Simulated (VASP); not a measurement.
Input of a VASP 6.6.1 run:

The input INCAR:

```
SYSTEM = GaN
  PREC = Accurate
  ENCUT = 520
  EDIFF = 1E-7
  ISMEAR = -1
  SIGMA = 0.02
  LREAL = .FALSE.
  LASPH = .TRUE.
  NELM = 80
  ALGO = Normal
  ISIF = 2
  LWAVE = .FALSE.
  LCHARG = .FALSE.
  GGA = PE
  NBANDS = 26
```

KPOINTS

```
regular mesh
0
G
  11 11 6
  0 0 0
```

The input POSCAR:

```
GaN
1.0
    3.1150838257      0.0000000000      0.0000000000
   -1.5575419129      2.6977417280      0.0000000000
    0.0000000000      0.0000000000      5.0605418376
Ga N
2 2
Direct
    0.3333333333      0.6666666667      0.0039408788
    0.6666666667      0.3333333333      0.5039408788
    0.3333333333      0.6666666667      0.3810591212
    0.6666666667      0.3333333333      0.8810591212
```

Potentials or basis: VASP PAW PBE potentials, release 64 (Ga_d, N).

Command:

```console
$ cat potpaw_PBE.64/Ga_d/POTCAR potpaw_PBE.64/N/POTCAR > POTCAR
$ mpirun -np 1 vasp_std > vasp.out
```

Task: Estimate the band gap on the k mesh.

Result: 2.40 eV, direct.

Task: Predict the pressure.

Result: 21.5 GPa.

Task: Predict the largest force.

Result: 0.007 eV/Å.

Forces on the atoms (eV/Å):
```
Ga   0.000  0.000  0.007
Ga   0.000  0.000  0.007
N    0.000  0.000 -0.007
N    0.000  0.000 -0.007
```
